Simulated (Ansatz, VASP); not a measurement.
# Ta in VASP and in Ansatz

```
CELL_PARAMETERS angstrom
2.86050 0.00000 0.00000
-1.43025 2.47726 0.00000
0.00000 0.00000 2.68887
ATOMIC_POSITIONS crystal
Ta 0.00000 0.00000 0.00000
```

Alike in both runs: task relaxation of cell and atoms; functional PBE; k mesh 17 × 17 × 16; occupations fermi-dirac, width 0.05 eV; no spin polarisation.

|  | VASP | Ansatz |
| --- | --- | --- |
| version | VASP 6.6.1 | Ansatz 0.2.0 |
| potentials or method | VASP PAW PBE potentials, release 64 (Ta_pv) | PAW with Ansatz's default frozen-core files, scalar-relativistic |
| plane-wave cutoff (eV) | 600 | 420 |
| valence electrons in the cell | 11 | 13 |

Ansatz gave:

| Quantity | Value |
| --- | --- |
| relaxed volume (Å³/atom) | 19.77 |
| relaxed cell length with the largest relative difference (Å) | 2.732 |

Estimate VASP's values.

relaxed volume (Å³/atom): 19.79; relaxed cell length with the largest relative difference (Å): 2.733.

VASP's potentials hold 11 valence electrons a cell and Ansatz's 13, so a difference there can come from the potentials and not from the codes.

Neither program's run includes spin-orbit coupling.
